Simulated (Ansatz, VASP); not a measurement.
# One calculation of Si2C, two programs

```xyz
12
Lattice="4.6963 0.0000 0.0000 0.0000 5.9758 0.0000 0.0000 0.0000 5.1675" Properties=species:S:1:pos:R:3 pbc="T T T"
C     0.0000    2.1855    1.2919
C     2.3482    0.8024    3.8756
C     0.0000    3.7903    3.8756
C     2.3482    5.1734    1.2919
Si    0.9807    0.5145    0.4348
Si    1.3675    2.4734    3.0186
Si    3.3289    2.4734    4.7326
Si    3.7157    0.5145    2.1489
Si    3.7157    5.4614    4.7326
Si    3.3289    3.5024    2.1489
Si    1.3675    3.5024    0.4348
Si    0.9807    5.4614    3.0186
```

Alike in both runs: functional r2SCAN; k mesh 4 × 4 × 4; no spin polarisation.

Ansatz relaxed the structure, and its values are those at the end. VASP's run is a single point on that final structure, the one shown.

```csv
,VASP,Ansatz
version,VASP 6.6.1,Ansatz 0.2.0
potentials or method,"VASP PAW PBE potentials, release 64 (C, Si), cutoff 520 eV",PAW plane waves
occupations,"methfessel-paxton of order 1, width 0.0136 eV","cold, width 0.0136 eV"
valence electrons in the cell,48,48
```

|  | VASP | Ansatz | Ansatz less VASP |
| --- | --- | --- | --- |
| pressure (GPa) | -5.5 | -5.6 | -0.09 |
| rms of the force components (eV/Å) | 0.006 | 0.001 | -0.0047 |

VASP's potentials were made for PBE, not for r2SCAN. Ansatz's warnings: stress scf threshold loose.
